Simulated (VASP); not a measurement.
Wanted: the native input for a VASP 6.6.1 run.

- Task: single point
- Functional: PBEsol
- Potentials or basis: VASP PAW PBE potentials, release 64 (Cs_sv, I, Sn_d)
- Cutoff: 520 eV
- k mesh: 5 × 5 × 5
- Occupations: fermi-dirac, width 0.05 eV
- Spin: no spin polarisation
- Dipole correction: no
- Further INCAR settings: ALGO = Normal; EDIFF = 1e-07; NBANDS = 30

The structure of CsSnI3 lies in POSCAR:

```
CsSnI3
1.0
    6.1150557155      0.0000000000      0.0000000000
    0.0000000000      6.1150557155      0.0000000000
    0.0000000000      0.0000000000      6.1150557155
Cs I Sn
1 3 1
Direct
    0.0000000000      0.0000000000      0.0000000000
    0.5000000000      0.5000000000      0.0000000000
    0.5000000000      0.0000000000      0.5000000000
    0.0000000000      0.5000000000      0.5000000000
    0.5000000000      0.5000000000      0.5000000000
```

The input as run:

INCAR

```
PREC = Accurate ; ENCUT = 520
EDIFF = 1E-7 ; ISMEAR = -1
SIGMA = 0.05 ; LREAL = False
LASPH = True ; NELM = 60
ALGO = Normal ; ISIF = 2
LWAVE = False ; LCHARG = True
GGA = PS ; LELF = True
LVHAR = True ; NBANDS = 30
```

KPOINTS

```
regular mesh
0
Gamma
  5 5 5
```

Potentials or basis: VASP PAW PBE potentials, release 64 (Cs_sv, I, Sn_d).

The run is started by

```bash
$ cat potpaw_PBE.64/Cs_sv/POTCAR potpaw_PBE.64/I/POTCAR potpaw_PBE.64/Sn_d/POTCAR > POTCAR
$ mpirun -np 1 vasp_std > vasp.out
```

Results of the run:

```yaml
Pressure: 0.0 GPa
Band_gap_on_the_k_mesh: 1.68 eV
```

Caveat: the PAW data sets were made with another functional, which shifts forces and pressure a little; spin-orbit coupling is left out, which moves the levels of the heavy elements; an odd mesh through Γ misses points on the zone boundary, where band edges can lie.

It took 79 s on 1 thread of Intel(R) Xeon(R) Platinum 8259CL CPU @ 2.50GHz (Skylake/Cascade Lake), with other jobs on the host, peak memory 0.35 GiB.
